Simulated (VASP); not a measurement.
# Be (Im-3m) in VASP: notebook, part 2 of 2

VASP 6.6.1. The steps go on from the part before.

## (3) Relaxation of cell and atoms, PBE, target pressure 69 GPa, at which the enthalpy is minimised

This run uses another cell than the first one, of 5.65 Å³/atom.

The input, INCAR:

```
SYSTEM = Be
  PREC = Accurate
  ENCUT = 600
  EDIFF = 1E-6
  ISMEAR = -1
  SIGMA = 0.05
  LREAL = .FALSE.
  LASPH = .TRUE.
  NELM = 60
  ALGO = Normal
  ISIF = 3
  LWAVE = .FALSE.
  LCHARG = .FALSE.
  GGA = PE
  IBRION = 2
  NSW = 32
  EDIFFG = -0.005
  PSTRESS = 690.0
```

The input, KPOINTS:

```
regular mesh
0
G
  24 24 24
  0 0 0
```

The input, POSCAR:

```
Be
1.0
   -1.1219291526      1.1219291526      1.1219291526
    1.1219291526     -1.1219291526      1.1219291526
    1.1219291526      1.1219291526     -1.1219291526
Be
1
Direct
    0.0000000000      0.0000000000      0.0000000000
```

Potentials or basis: VASP PAW PBE potentials, release 64 (Be).

On the command line:

```console
cat potpaw_PBE.64/Be/POTCAR > POTCAR
mpirun -np 1 vasp_std > vasp.out
```

OUTCAR:

```text
SYSTEM = Be
   PREC = Accurate
   ENCUT = 600
   EDIFF = 1E-6
   ISMEAR = -1
   LREAL = .FALSE.
   LASPH = .TRUE.
   NELM = 60
   ISIF = 3
   GGA = PE
   IBRION = 2
   NSW = 32
   EDIFFG = -0.005
   PSTRESS = 690.0

 ion  position               nearest neighbor table
   1  0.000  0.000  0.000-

  LATTYP: Found a body centered cubic cell.
 ALAT       =     2.2438583052

  Lattice vectors:

 A1 = (  -1.1219291526,   1.1219291526,   1.1219291526)
 A2 = (   1.1219291526,  -1.1219291526,   1.1219291526)
 A3 = (   1.1219291526,   1.1219291526,  -1.1219291526)

Analysis of symmetry for initial positions (statically):
=====================================================================
 Subroutine PRICEL returns:
 Original cell was already a primitive cell.

 Routine SETGRP: Setting up the symmetry group for a
 body centered cubic supercell.

 Subroutine GETGRP returns: Found 48 space group operations
 (whereof 48 operations were pure point group operations)
 out of a pool of 48 trial point group operations.

The static configuration has the point symmetry O_h .

Analysis of symmetry for dynamics (positions and initial velocities):
=====================================================================
 Subroutine PRICEL returns:
 Original cell was already a primitive cell.

 Routine SETGRP: Setting up the symmetry group for a
 body centered cubic supercell.

 Subroutine GETGRP returns: Found 48 space group operations
 (whereof 48 operations were pure point group operations)
 out of a pool of 48 trial point group operations.

The dynamic configuration has the point symmetry O_h .

 Subroutine INISYM returns: Found 48 space group operations
 (whereof 48 operations are pure point group operations),
 and found     1 'primitive' translations

----------------------------------------------------------------------------------------

                                     Primitive cell

  volume of cell :       5.6488

  direct lattice vectors                    reciprocal lattice vectors
    -1.121929153  1.121929153  1.121929153     0.000000000  0.445660939  0.445660939
     1.121929153 -1.121929153  1.121929153     0.445660939  0.000000000  0.445660939
     1.121929153  1.121929153 -1.121929153     0.445660939  0.445660939  0.000000000

  length of vectors
     1.943238295  1.943238295  1.943238295     0.630259745  0.630259745  0.630259745

  position of ions in fractional coordinates (direct lattice)
     0.000000000  0.000000000  0.000000000

  ion indices of the primitive-cell ions
   primitive index   ion index
                 1           1

----------------------------------------------------------------------------------------

 KPOINTS: regular mesh

Automatic generation of k-mesh.
 Grid dimensions read from file:
 generate k-points for:   24   24   24

 Generating k-lattice:

  Cartesian coordinates                     Fractional coordinates (reciprocal lattice)
     0.000000000  0.018569206  0.018569206     0.041666667  0.000000000  0.000000000
     0.018569206  0.000000000  0.018569206     0.000000000  0.041666667  0.000000000
     0.018569206  0.018569206  0.000000000     0.000000000  0.000000000  0.041666667

  Length of vectors
     0.026260823  0.026260823  0.026260823

  Shift w.r.t. Gamma in fractional coordinates (k-lattice)
     0.000000000  0.000000000  0.000000000

 Subroutine IBZKPT returns following result:
 ===========================================

 Found    413 irreducible k-points:

 Following reciprocal coordinates:
            Coordinates               Weight
  0.000000  0.000000  0.000000      1.000000
  0.041667  0.000000  0.000000     12.000000
  0.083333  0.000000  0.000000     12.000000
  0.125000  0.000000  0.000000     12.000000
  0.166667  0.000000  0.000000     12.000000
  0.208333  0.000000  0.000000     12.000000
[... 16 lines left out ...]
  0.416667  0.041667 -0.000000     48.000000
  0.458333  0.041667  0.000000     48.000000
 [... further k-points ...]
   k-points           NKPTS =    413   k-points in BZ     NKDIM =    413   number of bands    NBANDS=      5
   number of dos      NEDOS =    301   number of ions     NIONS =      1
   total plane-waves  NPLWV =   4096
   dimension x,y,z NGX =    16 NGY =   16 NGZ =   16
   dimension x,y,z NGXF=    32 NGYF=   32 NGZF=   32
   ions per type =               1
   NGX,Y,Z   is equivalent  to a cutoff of  13.69, 13.69, 13.69 a.u.
   NGXF,Y,Z  is equivalent  to a cutoff of  27.38, 27.38, 27.38 a.u.
 SYSTEM =  Be
   PREC   = accura    normal or accurate (medium, high low for compatibility)
   ISTART =      0    job   : 0-new  1-cont  2-samecut
   ICHARG =      2    charge: 1-file 2-atom 10-const
   ISPIN  =      1    spin polarized calculation?
   LNONCOLLINEAR =      F non collinear calculations
   LSORBIT =      F    spin-orbit coupling
   LASPH  =      T    aspherical Exc in radial PAW
   ENCUT  =  600.0 eV  44.10 Ry    6.64 a.u.   3.88  3.88  3.88*2*pi/ulx,y,z
   NELM   =     60;   NELMIN=  2; NELMDL= -5     # of ELM steps
   EDIFF  = 0.1E-05   stopping-criterion for ELM
   LREAL  =      F    real-space projection
   EDIFFG = -.5E-02   stopping-criterion for IOM
   NSW    =     32    number of steps for IOM
   IBRION =      2    ionic relax: 0-MD 1-quasi-New 2-CG
   NFREE  =      1    steps in history (QN), initial steepest desc. (CG)
   ISIF   =      3    stress and relaxation
   ISYM   =      2    0-nonsym 1-usesym 2-fastsym
   POTIM  = 0.5000    time-step for ionic-motion
   TEBEG  =    0.0;   TEEND  =   0.0 temperature during run
   PSTRESS=  690.0 pullay stress
   NELECT =       2.0000    total number of electrons
   NUPDOWN=      -1.0000    fix difference up-down
   EMIN   =  10.00;   EMAX   =-10.00  energy-range for DOS
   EFERMI =   0.00;   METHOD = LEGACY
   ISMEAR =    -1;   SIGMA  =   0.05  broadening in eV -4-tet -1-fermi 0-gaus
   EFERMI_NEDOS =   21; number of points for ismear=-14 and -15
   IALGO  =     38    algorithm
   IMIX   =      4    mixing-type and parameters
     AMIX     =   0.40;   BMIX     =  1.00
     AMIX_MAG =   1.60;   BMIX_MAG =  1.00
  volume/ion in A,a.u.               =       5.65        38.12
  Fermi-wavevector in a.u.,A,eV,Ry     =   1.158153  2.188592 18.249755  1.341319
  Thomas-Fermi vector in A             =   2.294758
   LORBIT       =      0    0 simple, 1 ext, 2 COOP (PROOUT), +10 PAW based schemes
   GGA     = PE    functional components
   LHFCALC =     F    Hartree Fock is set to
   AEXX    =    0.0000 exact exchange contribution
   IVDW    =     0    specifies the selected vdW correction
   LEPSILON=     F    determine dielectric tensor
   LRPA    =     F    only Hartree local field effects (RPA)
 conjugate gradient relaxation of ions
 non-spin polarized calculation
  energy-cutoff  :      600.00
  volume of cell :        5.65
 maximum number of plane-waves:       201
   NGX =  7   NGY =  7   NGZ =  7

--------------------------------------- Ionic step        1  -------------------------------------------

 number of electron       2.0000000 magnetization

 Free energy of the ion-electron system (eV)
  ---------------------------------------------------
  ext. energy  EPLUGINS =         0.00000000
  ---------------------------------------------------
  free energy    TOTEN  =        -3.29449883 eV

  energy without entropy =       -3.29344766  energy(sigma->0) =       -3.29397325

------------------------ aborting loop because EDIFF is reached ----------------------------------------

  FORCE on cell =-STRESS in cart. coord.  units (eV):
  Direction    XX          YY          ZZ          XY          YZ          ZX
  --------------------------------------------------------------------------------------
  -------------------------------------------------------------------------------------
  Total        2.4472452      2.4472452      2.4472452      0.0000000      0.0000000      0.0000000
  in kB      694.1155477    694.1155477    694.1155477      0.0000000      0.0000000      0.0000000
  external PRESSURE =       4.1155477 kB  Pullay stress =     690.0000000 kB
[... 61 lines left out ...]
--------------------------------------- Ionic step        3  -------------------------------------------

 number of electron       2.0000000 magnetization

 Free energy of the ion-electron system (eV)
  ---------------------------------------------------
  ext. energy  EPLUGINS =         0.00000000
  ---------------------------------------------------
  free energy    TOTEN  =        -3.29754401 eV

  energy without entropy =       -3.29649111  energy(sigma->0) =       -3.29701756

 E-fermi :  11.2173     XC(G=0): -11.7678

 val. band max:       11.1265777166   @ k =  -0.3750  -0.4167   0.1667
 cond. band min:      11.2263293382   @ k =  -0.3750  -0.4167   0.1250
 fundamental gap:      0.0997516216
 Fermi energy:        11.2172573203

 k-point     1 :       0.0000    0.0000    0.0000
  band No.  band energies     occupation
      1      -3.1058      2.00000
      2      36.4139      0.00000
      3      36.4139      0.00000
      4      36.4139      0.00000
      5      49.1442      0.00000
[... 177 lines left out ...]
 k-point    24 :       0.4583    0.0417    0.0000
  band No.  band energies     occupation
      1       4.4325      2.00000
      2      12.8232      0.00000
      3      26.8553      0.00000
      4      30.1313      0.00000
      5      37.1753      0.00000

 [... further k-points ...]

------------------------ aborting loop because EDIFF is reached ----------------------------------------

  FORCE on cell =-STRESS in cart. coord.  units (eV):
  Direction    XX          YY          ZZ          XY          YZ          ZX
  --------------------------------------------------------------------------------------
  -------------------------------------------------------------------------------------
  Total        2.4359557      2.4359557      2.4359557      0.0000000      0.0000000      0.0000000
  in kB      690.0519712    690.0519712    690.0519712      0.0000000      0.0000000      0.0000000
  external PRESSURE =       0.0519712 kB  Pullay stress =     690.0000000 kB
[... 20 lines left out ...]
  energy  without entropy=       -3.2964911117  energy(sigma->0) =       -3.29701756

  enthalpy is  TOTEN    =        -0.8617717465 eV   P V=        2.4357722586

 reached required accuracy - stopping structural energy minimisation
```

OSZICAR:

```text
N       E                     dE             d eps       ncg     rms          rms(c)
DAV:   1    -0.576445578637E+00   -0.57645E+00   -0.13306E+03  4515   0.377E+02
DAV:   2    -0.335854324801E+01   -0.27821E+01   -0.25546E+01  5415   0.516E+01
DAV:   3    -0.336557670829E+01   -0.70335E-02   -0.70323E-02  5170   0.224E+00
DAV:   4    -0.336557842653E+01   -0.17182E-05   -0.17183E-05  6095   0.325E-02
DAV:   5    -0.336557842648E+01    0.52733E-10   -0.14207E-09  5100   0.185E-04    0.113E+00
DAV:   6    -0.331083377213E+01    0.54745E-01   -0.10676E-02  4635   0.163E+00    0.718E-01
DAV:   7    -0.329473859975E+01    0.16095E-01   -0.92331E-03  4530   0.161E+00    0.419E-02
DAV:   8    -0.329450239545E+01    0.23620E-03   -0.57178E-05  4745   0.120E-01    0.165E-02
DAV:   9    -0.329449940808E+01    0.29874E-05   -0.45100E-06  5505   0.236E-02    0.201E-03
DAV:  10    -0.329449882974E+01    0.57834E-06   -0.46004E-08  3450   0.280E-03
   1 F= -.86176386E+00 E0= -.86123827E+00  d E =-.861764E+00
       N       E                     dE             d eps       ncg     rms          rms(c)
DAV:   1    -0.329961648962E+01   -0.51171E-02   -0.53954E-05  4415   0.948E-02    0.377E-03
DAV:   2    -0.329961573315E+01    0.75646E-06   -0.69265E-08  4495   0.405E-03
   2 F= -.86176836E+00 E0= -.86124133E+00  d E =-.450646E-05
       N       E                     dE             d eps       ncg     rms          rms(c)
DAV:   1    -0.329754386407E+01    0.20726E-02   -0.74691E-06  4380   0.335E-02    0.159E-03
DAV:   2    -0.329754400514E+01   -0.14108E-06   -0.13942E-08  2345   0.189E-03
   3 F= -.86177175E+00 E0= -.86124530E+00  d E =-.789064E-05
```

It took 7.7 s on 1 thread of Intel Xeon 8259CL, shared host; peak memory 0.12 GiB.

What came out:

```
Free energy                                                : -3.2975 eV
Relaxed volume                                             : 5.66 Å³/atom
Relaxed cell                                               : a = 1.944 Å, b = 1.944 Å, c = 1.944 Å, α = 109.47°, β = 109.47°, γ = 109.47°
Space group after relaxing (to 0.1 Å)                      : Im-3m (No. 229)
Energy change on relaxing (the run minimises the enthalpy) : -3.0 meV/atom
Ionic steps                                                : 3
Pressure after relaxing                                    : 69.0 GPa
Band gap on the k mesh                                     : zero (bands 1 and 2 overlap by 6.97 eV)
```

Step by step:
| step | energy change (eV) | largest force (eV/Å) | pressure (GPa) | volume (Å³) |
| --- | --- | --- | --- | --- |
| 1 | 0.0000 | 0.0000 | 69.41 | 5.65 |
| 2 | -0.0051 | 0.0000 | 68.72 | 5.66 |
| 3 | -0.0030 | 0.0000 | 69.01 | 5.66 |

Final structure:
```
Be
1.0
    -1.12240    1.12240    1.12240
     1.12240   -1.12240    1.12240
     1.12240    1.12240   -1.12240
Be
1
Cartesian
  0.0000 0.0000 0.0000
```

Caveat: the cell is relaxed towards a set pressure, so the run minimises the enthalpy, not the energy.

The gap in the log of VASP goes by the Fermi energy; the results here count the filled bands.